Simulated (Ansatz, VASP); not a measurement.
# One calculation of Mg, two programs

```
Mg
1.0
     0.00000    2.16613    2.16613
     2.16613    0.00000    2.16613
     2.16613    2.16613    0.00000
Mg
1
Direct
  0.00000 0.00000 0.00000
```

Alike in both runs: task single point; functional PBE; k mesh 16 × 16 × 16; occupations gaussian, width 0.1 eV; no spin polarisation.

|  | VASP | Ansatz |
| --- | --- | --- |
| version | VASP 6.6.1 | Ansatz 0.2.0 |
| potentials or method | VASP PAW PBE potentials, release 64 (Mg), cutoff 600 eV | scalar-relativistic, plane waves, PAW |
| valence electrons in the cell | 2 | 10 |

Ansatz gave:

- gap on the k mesh at the Fermi level (eV): none
- pressure (GPa): 5.9

Problem. Which values does VASP return?

Solution. gap on the k mesh at the Fermi level (eV): none; pressure (GPa): 5.7.

A gap of «none» marks a metal or a gap that the smearing closes. The functional is the same, so the differences come from potentials, cutoffs and numerics. VASP's potentials hold 2 valence electrons a cell and Ansatz's 10, so a difference there can come from the potentials and not from the codes.
